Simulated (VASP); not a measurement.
Write the native input for VASP 6.6.1 that does the following.

| Item | Value |
| --- | --- |
| Task | single point |
| Functional | revPBE |
| Potentials or basis | VASP PAW PBE potentials, release 64 (Cs_sv, I, Sn_d) |
| Cutoff | 520 eV |
| k mesh | 5 × 5 × 5 |
| Occupations | fermi-dirac, width 0.05 eV |
| Spin | no spin polarisation |
| Dipole correction | no |
| Further INCAR settings | ALGO = Normal; EDIFF = 1e-06; NBANDS = 30 |

The structure of CsSnI3 lies in POSCAR:

```
CsSnI3
1.0
    6.2057000000      0.0000000000      0.0000000000
    0.0000000000      6.2057000000      0.0000000000
    0.0000000000      0.0000000000      6.2057000000
Cs I Sn
1 3 1
Direct
    0.0000000000      0.0000000000      0.0000000000
    0.5000000000      0.5000000000      0.0000000000
    0.5000000000      0.0000000000      0.5000000000
    0.0000000000      0.5000000000      0.5000000000
    0.5000000000      0.5000000000      0.5000000000
```

One way to write it, as run:

INCAR

```
ALGO = Normal
EDIFF = 1E-6
ENCUT = 520
GGA = RE
ISIF = 2
ISMEAR = -1
LASPH = T
LCHARG = F
LREAL = F
LWAVE = F
NBANDS = 30
NELM = 100
PREC = Accurate
SIGMA = 0.05
```

KPOINTS

```
k-points
0
Gamma
  5 5 5
```

Potentials or basis: VASP PAW PBE potentials, release 64 (Cs_sv, I, Sn_d).

Launch:

```bash
$ cat potpaw_PBE.64/Cs_sv/POTCAR potpaw_PBE.64/I/POTCAR potpaw_PBE.64/Sn_d/POTCAR > POTCAR
$ mpirun -np 1 vasp_std > vasp.out
```

It gave:

```
Pressure               : 1.4 GPa
Band gap on the k mesh : 1.75 eV, direct
```

Caveat: the PAW data sets were made with another functional, which shifts forces and pressure a little; spin-orbit coupling is left out, which moves the levels of the heavy elements.

Run time: 49 s on 1 thread of Intel(R) Xeon(R) 6975P-C (Granite Rapids), with other jobs on the host, peak memory 0.35 GiB.
